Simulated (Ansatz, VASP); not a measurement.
Two plane-wave programs on Ba

```
CELL_PARAMETERS angstrom
-2.37570 2.37570 2.37570
2.37570 -2.37570 2.37570
2.37570 2.37570 -2.37570
ATOMIC_POSITIONS crystal
Ba 0.00000 0.00000 0.00000
```

Alike in both runs: task relaxation of cell and atoms; functional LDA; k mesh 12 × 12 × 12; occupations fermi-dirac, width 0.15 eV; no spin polarisation.

```csv
,VASP,Ansatz
version,VASP 6.6.1,Ansatz 0.2.0
potentials or method,"VASP PAW LDA potentials, release 64 (Ba_sv), cutoff 600 eV","scalar-relativistic, plane waves, PAW"
valence electrons in the cell,10,10
```

|  | VASP | Ansatz | Ansatz less VASP |
| --- | --- | --- | --- |
| gap on the k mesh at the Fermi level, each at its own relaxed structure (eV) | none | none | - |
| relaxed volume (Å³/atom) | 54.53 | 54.06 | -0.472 |
| relaxed length of the cell vector where the two differ most in proportion (Å) | 4.138 | 4.126 | -0.0120 |

Ansatz warns that its potentials were made for another functional, while VASP's fit it. LDA's correlation is that of Perdew and Zunger in VASP and of Perdew and Wang (1992) in Ansatz. A gap of «none» marks a metal or a gap that the smearing closes.

Spin-orbit coupling is off throughout.
